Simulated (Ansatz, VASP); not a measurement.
## Co: VASP beside Ansatz

```
Co
1.0
     0.00000    0.00000    4.06990
     2.50740    0.00000    0.00000
     0.00000    4.34294    0.00000
Co
4
Direct
  0.25000 0.00000 0.33333
  0.25000 0.50000 0.83333
  0.75000 0.50000 0.16667
  0.75000 0.00000 0.66667
```

Alike in both runs: task single point; functional PBE; k mesh 8 × 12 × 7; occupations fermi-dirac, width 0.08 eV; no spin polarisation.

|  | VASP | Ansatz |
| --- | --- | --- |
| version | VASP 6.6.1 | Ansatz 0.2.0 |
| potentials or method | VASP PAW PBE potentials, release 64 (Co) | PAW with Ansatz's default frozen-core files, scalar-relativistic |
| plane-wave cutoff (eV) | 520 | 420 |
| valence electrons in the cell | 36 | 68 |

|  | VASP | Ansatz | Ansatz less VASP |
| --- | --- | --- | --- |
| pressure (GPa) | -14.9 | -14.6 | +0.29 |
| traceless stress, the component that is largest in VASP (GPa) | -1.30 | -1.29 | +0.012 |

The functional is the same, so the differences come from potentials, cutoffs and numerics. VASP's potentials hold 36 valence electrons a cell and Ansatz's 68, so a difference there can come from the potentials and not from the codes.
